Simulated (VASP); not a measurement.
Here is a VASP 6.6.1 calculation.

INCAR

```
PREC = Accurate
ENCUT = 520
EDIFF = 1E-6
ISMEAR = -1
SIGMA = 0.05
LREAL = False
LASPH = True
NELM = 100
ALGO = Normal
ISIF = 2
LWAVE = False
LCHARG = False
GGA = PE
NBANDS = 82
```

File KPOINTS:

```
regular mesh
0
Gamma
  3 3 1
```

The input POSCAR:

```
Au12I
1.0
    5.7699910000      0.0000000000      0.0000000000
    2.8849960000      4.9969590000      0.0000000000
    0.0000000000      0.0000000000     16.7111780000
Au I
12 1
Direct
    0.1666696938      0.1666613634      0.0598401860
    0.6666704737      0.1666613634      0.0598401860
    0.1666679892      0.6666654659      0.0598401860
    0.6666687691      0.6666654659      0.0598401860
   -0.2133686348      0.2686433889      0.2176387565
    0.2741437724      0.3227362882      0.2359079653
   -0.1946266811      0.8007270022      0.2188535123
    0.3096928120      0.8116736599      0.2075796213
   -0.0971324222      0.1113877460      0.3849279805
    0.4033990940      0.0947976559      0.3954897734
   -0.0556291170      0.5776713397      0.3738754982
    0.4233648334      0.6108114956      0.3828156220
    0.6961872647      0.3593785740      0.5358987858
```

Potentials or basis: VASP PAW PBE potentials, release 64 (Au, I).

Launch:

```bash
$ cat potpaw_PBE.64/Au/POTCAR potpaw_PBE.64/I/POTCAR > POTCAR
$ mpirun -np 1 vasp_std > vasp.out
```

(1) Estimate the largest force.

(2) Predict the band gap on the k mesh.

Results:

(1) 1.227 eV/Å.

(2) zero (an odd number of electrons rules out a gap without spin polarisation).

Caveat: the k points lie up to 0.42 Å⁻¹ apart, too coarse for converged energies and pressures of a metal; the atoms stand as in a frame of molecular dynamics; there is no dipole correction, which matters where the two faces differ; spin-orbit coupling is left out, which moves the levels of the heavy elements; an odd number of electrons without spin polarisation forces a metal; a magnetic or distorted state may lie lower.
